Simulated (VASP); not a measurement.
# Si2Mo (lda) (I4/mmm) in VASP: single point with LDA

Aim: the single point of Si2Mo (lda) with LDA.

Everything below comes from runs of VASP 6.6.1. Logs are shortened: lines on timing, memory, paths and dates and some standing lists are left out, and cuts for length are marked.

**1. The cell of the first run**

It takes space group I4/mmm (No. 139, tetragonal). Conventional cell: a = 3.204 Å, b = 3.204 Å, c = 7.816 Å, α = 90.00°, β = 90.00°, γ = 90.00°. Si (site symmetry 4mm) has 9 Si at 2.57 to 3.20 Å and 5 Mo at 2.61 to 2.62 Å within 3.4 Å. Within 3.4 Å of Mo (site symmetry 4/mmm) lie 10 Si at 2.61 to 2.62 Å and 4 Mo at 3.20 Å.

**2. Single point, LDA**

File INCAR:

```
SYSTEM = Si2Mo
PREC = Accurate
ENCUT = 520
EDIFF = 1E-6
ISMEAR = 0
SIGMA = 0.1
LREAL = .FALSE.
LASPH = .TRUE.
NELM = 60
ALGO = Normal
ISIF = 2
LWAVE = .FALSE.
LCHARG = .FALSE.
NBANDS = 18
```

File KPOINTS:

```
Automatic mesh
0
G
  8 8 8
  0 0 0
```

File POSCAR:

```
Si2Mo
1.0
   -1.6021322800      1.6021322800      3.9080959800
    1.6021322800     -1.6021322800      3.9080959800
    1.6021322800      1.6021322800     -3.9080959800
Si Mo
2 1
Direct
    0.6645706300      0.6645706300      0.0000000000
    0.3354293700      0.3354293700      0.0000000000
    0.0000000000      0.0000000000      0.0000000000
```

Potentials or basis: VASP PAW LDA potentials, release 64 (Si, Mo_sv).

Command:

```
cat potpaw_LDA.64/Si/POTCAR potpaw_LDA.64/Mo_sv/POTCAR > POTCAR
mpirun -np 1 vasp_std > vasp.out
```

OUTCAR:

```text
SYSTEM = Si2Mo
   PREC = Accurate
   ENCUT = 520
   EDIFF = 1E-6
   ISMEAR = 0
   LREAL = .FALSE.
   LASPH = .TRUE.
   NELM = 60
   ISIF = 2

 ion  position               nearest neighbor table
   1  0.665  0.665  0.000-   2 2.57   3 2.61   3 2.61   3 2.61   3 2.61   3 2.62   2 2.63   2 2.63
                             2 2.63   2 2.63
   2  0.335  0.335  0.000-   1 2.57   3 2.61   3 2.61   3 2.61   3 2.61   3 2.62   1 2.63   1 2.63
                             1 2.63   1 2.63
   3  0.000  0.000  0.000-   2 2.61   1 2.61   1 2.61   1 2.61   1 2.61   2 2.61   2 2.61   2 2.61
                             1 2.62   2 2.62

  LATTYP: Found a body centered tetragonal cell.
 ALAT       =     3.2042645600
 C/A-ratio  =     2.4393091811

  Lattice vectors:

 A1 = (  -1.6021322800,   1.6021322800,   3.9080959800)
 A2 = (   1.6021322800,  -1.6021322800,   3.9080959800)
 A3 = (   1.6021322800,   1.6021322800,  -3.9080959800)

Analysis of symmetry for initial positions (statically):
=====================================================================
 Subroutine PRICEL returns:
 Original cell was already a primitive cell.

 Routine SETGRP: Setting up the symmetry group for a
 body centered tetragonal supercell.

 Subroutine GETGRP returns: Found 16 space group operations
 (whereof 16 operations were pure point group operations)
 out of a pool of 16 trial point group operations.

The static configuration has the point symmetry D_4h.

Analysis of symmetry for dynamics (positions and initial velocities):
=====================================================================
 Subroutine PRICEL returns:
 Original cell was already a primitive cell.

 Routine SETGRP: Setting up the symmetry group for a
 body centered tetragonal supercell.

 Subroutine GETGRP returns: Found 16 space group operations
 (whereof 16 operations were pure point group operations)
 out of a pool of 16 trial point group operations.

The dynamic configuration has the point symmetry D_4h.

 Subroutine INISYM returns: Found 16 space group operations
 (whereof 16 operations are pure point group operations),
 and found     1 'primitive' translations

----------------------------------------------------------------------------------------

                                     Primitive cell

  volume of cell :      40.1256

[... 83 lines left out ...]
   ICHARG =      2    charge: 1-file 2-atom 10-const
   ISPIN  =      1    spin polarized calculation?
   LNONCOLLINEAR =      F non collinear calculations
   LSORBIT =      F    spin-orbit coupling
   LASPH  =      T    aspherical Exc in radial PAW
   ENCUT  =  520.0 eV  38.22 Ry    6.18 a.u.   8.40  8.40  8.40*2*pi/ulx,y,z
   NELM   =     60;   NELMIN=  2; NELMDL= -5     # of ELM steps
   EDIFF  = 0.1E-05   stopping-criterion for ELM
   LREAL  =      F    real-space projection
   EDIFFG = 0.1E-04   stopping-criterion for IOM
   NSW    =      0    number of steps for IOM
   IBRION =     -1    ionic relax: 0-MD 1-quasi-New 2-CG
   NFREE  =      0    steps in history (QN), initial steepest desc. (CG)
   ISIF   =      2    stress and relaxation
   ISYM   =      2    0-nonsym 1-usesym 2-fastsym
   POTIM  = 0.5000    time-step for ionic-motion
   TEBEG  =    0.0;   TEEND  =   0.0 temperature during run
   PSTRESS=    0.0 pullay stress
   NELECT =      22.0000    total number of electrons
   NUPDOWN=      -1.0000    fix difference up-down
   EMIN   =  10.00;   EMAX   =-10.00  energy-range for DOS
   EFERMI =   0.00;   METHOD = LEGACY
   ISMEAR =     0;   SIGMA  =   0.10  broadening in eV -4-tet -1-fermi 0-gaus
   EFERMI_NEDOS =   21; number of points for ismear=-14 and -15
   IALGO  =     38    algorithm
   IMIX   =      4    mixing-type and parameters
     AMIX     =   0.40;   BMIX     =  1.00
     AMIX_MAG =   1.60;   BMIX_MAG =  1.00
  volume/ion in A,a.u.               =      13.38        90.26
  Fermi-wavevector in a.u.,A,eV,Ry     =   1.339908  2.532060 24.427277  1.795354
  Thomas-Fermi vector in A             =   2.468263
   LORBIT       =      0    0 simple, 1 ext, 2 COOP (PROOUT), +10 PAW based schemes
   GGA     = CA    functional components
   LHFCALC =     F    Hartree Fock is set to
   AEXX    =    0.0000 exact exchange contribution
   IVDW    =     0    specifies the selected vdW correction
   LEPSILON=     F    determine dielectric tensor
   LRPA    =     F    only Hartree local field effects (RPA)
 non-spin polarized calculation
 Gauss-broadening in eV      SIGMA  =   0.10
  energy-cutoff  :      520.00
  volume of cell :       40.13
 maximum number of plane-waves:      1104
 NGX is ok and might be reduce to    36
   NGX = 17   NGY = 17   NGZ = 17

 number of electron      22.0000000 magnetization

 Free energy of the ion-electron system (eV)
  ---------------------------------------------------
  ext. energy  EPLUGINS =         0.00000000
  ---------------------------------------------------
  free energy    TOTEN  =       -25.81075055 eV

  energy without entropy =      -25.81003995  energy(sigma->0) =      -25.81039525

 E-fermi :  12.1628     XC(G=0): -12.5639

 val. band max:       11.9477696505   @ k =   0.5000   0.5000   0.3750
 cond. band min:      12.2103251176   @ k =  -0.3750   0.5000   0.3750
 fundamental gap:      0.2625554671
 Fermi energy:        12.1628334375

 k-point     1 :       0.0000    0.0000    0.0000
  band No.  band energies     occupation
      1     -48.1354      2.00000
      2     -22.4811      2.00000
      3     -22.4015      2.00000
      4     -22.4015      2.00000
      5      -1.1458      2.00000
      6       5.8448      2.00000
[... 481 lines left out ...]
      5       2.9666      2.00000
      6       3.5855      2.00000
[... 10 lines left out ...]
     17      19.0339      0.00000
     18      20.6447      0.00000

 [... further k-points ...]
[... 5 lines left out ...]
  --------------------------------------------------------------------------------------
  -------------------------------------------------------------------------------------
  Total       -1.2076217     -1.2076217     -0.9735259      0.0000000      0.0000000      0.0000000
  in kB      -48.2191493    -48.2191493    -38.8719342      0.0000000      0.0000000      0.0000000
  external PRESSURE =     -45.1034110 kB  Pullay stress =       0.0000000 kB

 VOLUME and BASIS-vectors are now :
 -----------------------------------------------------------------------------
  energy-cutoff  :      520.00
  volume of cell :       40.13
      direct lattice vectors                 reciprocal lattice vectors
    -1.602132280  1.602132280  3.908095980     0.000000000  0.312084093  0.127939539
     1.602132280 -1.602132280  3.908095980     0.312084093  0.000000000  0.127939539
     1.602132280  1.602132280 -3.908095980     0.312084093  0.312084093  0.000000000

 POSITION                                       TOTAL-FORCE (eV/Angst)
 -----------------------------------------------------------------------------------
      0.00000      0.00000      5.19441         0.000000      0.000000     -0.031594
      0.00000      0.00000      2.62178        -0.000000     -0.000000      0.031594
      0.00000      0.00000      0.00000        -0.000000     -0.000000      0.000000
 -----------------------------------------------------------------------------------
    total drift:                                0.000000      0.000000     -0.000000

  FREE ENERGIE OF THE ION-ELECTRON SYSTEM (eV)
  ---------------------------------------------------
  free  energy   TOTEN  =       -25.8107505466 eV

  energy  without entropy=      -25.8100399464  energy(sigma->0) =      -25.81039525
```

stdout:

```text
POSCAR found type information on POSCAR SiMo
 POSCAR found :  2 types and       3 ions
 scaLAPACK will be used
 LDA part: xc-table for (Slater(with rela. corr.)+CA(PZ))
 , standard interpolation
 POSCAR, INCAR and KPOINTS ok, starting setup
 FFT: planning ... GRIDC
 FFT: planning ... GRID_SOFT
 FFT: planning ... GRID
 WAVECAR not read
 entering main loop
```

Wall time 35 s (1 thread of Intel Xeon Platinum 8488C (Sapphire Rapids), shared host); peak memory 0.19 GiB.

What came out:

```
Free energy            : -25.8108 eV
Pressure               : -4.5 GPa
Largest force          : 0.032 eV/Å
Band gap on the k mesh : zero (band 11 reaches 12.69 eV, above the bottom of band 12 at 11.74 eV)
```

Forces on the atoms (eV/Å):
```
Si   0.000  0.000 -0.032
Si   0.000  0.000  0.032
Mo   0.000  0.000  0.000
```

Levels at points of the mesh, in eV from the Fermi level:
```
           k point  band 9  band 10  band 11  band 12  band 13  band 14
(0.00, 0.00, 0.00)   -2.56    -2.56     0.41     3.19     3.33     3.53
(0.50, 0.00, 0.00)   -2.54    -2.51    -0.45     2.28     3.15     4.13
(0.50, 0.50, 0.00)   -4.36    -2.97    -1.12     2.32     2.77     3.25
(0.50, 0.50, 0.50)   -0.52    -0.52    -0.42    -0.42     0.55     4.84
```
